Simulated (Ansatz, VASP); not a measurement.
## Si2C3: VASP beside Ansatz

Contents of INCAR:

```
ALGO = Normal
EDIFF = 1E-7
ENCUT = 520
GGA = PE
ISIF = 2
ISMEAR = 0
ISPIN = 2
LASPH = True
LCHARG = False
LORBIT = 11
LREAL = False
LWAVE = False
MAGMOM = 0 0 1 1 1
NBANDS = 22
NELM = 150
PREC = Accurate
SIGMA = 0.1
```

File KPOINTS:

```
k-points
0
Gamma
  6 6 6
```

POSCAR

```
Si2C3
1.0
   -2.4377424200      2.4377424200      3.5041069500
    2.4377424200     -2.4377424200      3.5041069500
    2.4377424200      2.4377424200     -3.5041069500
Si C
2 3
Direct
    0.5000000000      0.0000000000      0.5000000000
    0.0000000000      0.5000000000      0.5000000000
    0.5000000000      0.5000000000      0.0000000000
    0.7752449800      0.7752449800      0.0000000000
    0.2247550200      0.2247550200      0.0000000000
```

Input for Ansatz:

```yaml
crystal:
  lattice:
    - [-2.43774242, 2.43774242, 3.50410695]
    - [2.43774242, -2.43774242, 3.50410695]
    - [2.43774242, 2.43774242, -3.50410695]
  atoms:
    - { symbol: Si, position: [0.5, 0.0, 0.5] }
    - { symbol: Si, position: [0.0, 0.5, 0.5] }
    - { symbol: C, position: [0.5, 0.5, 0.0], spin: 1.0 }
    - { symbol: C, position: [0.77524498, 0.77524498, 0.0], spin: 1.0 }
    - { symbol: C, position: [0.22475502, 0.22475502, 0.0], spin: 1.0 }
basis:
  ecutwfc: 420
kpoints:
  mp_grid: { grid: [6, 6, 6] }
hamiltonian:
  xc: pbe
scf:
  occupations: { method: gaussian, width: 0.1 }
  lower_state_search: "off"
output:
  forces: true
  stress: true
  eigenvalues: true
  populations: true
magnetization:
  spin_polarized: true
```

Alike in both runs: task single point; functional PBE; k mesh 6 × 6 × 6; occupations gaussian, width 0.1 eV; collinear spin.

|  | VASP | Ansatz |
| --- | --- | --- |
| version | VASP 6.6.1 | Ansatz 0.2.0 |
| potentials or method | VASP PAW PBE potentials, release 64 (Si, C), cutoff 520 eV | scalar-relativistic, plane waves, PAW |
| valence electrons in the cell | 20 | 20 |

Ansatz gave:

```
gap on the k mesh at the Fermi level (eV)                     : none
pressure (GPa)                                                : -27.1
traceless stress, the component that is largest in VASP (GPa) : -13.26
rms of the force components (eV/Å)                            : 0.766
net moment per atom (μB)                                      : 0.00
```

Q: Which values does VASP return?

A: gap on the k mesh at the Fermi level (eV): none; pressure (GPa): -27.0; traceless stress, the component that is largest in VASP (GPa): -13.25; rms of the force components (eV/Å): 0.764; net moment per atom (μB): 0.00.

Atom by atom the forces differ by 0.002 eV/Å (rms over components). A gap of «none» marks a metal or a gap that the smearing closes. The functional is the same, so the differences come from potentials, cutoffs and numerics. Ansatz's warnings: seeded moment not kept.
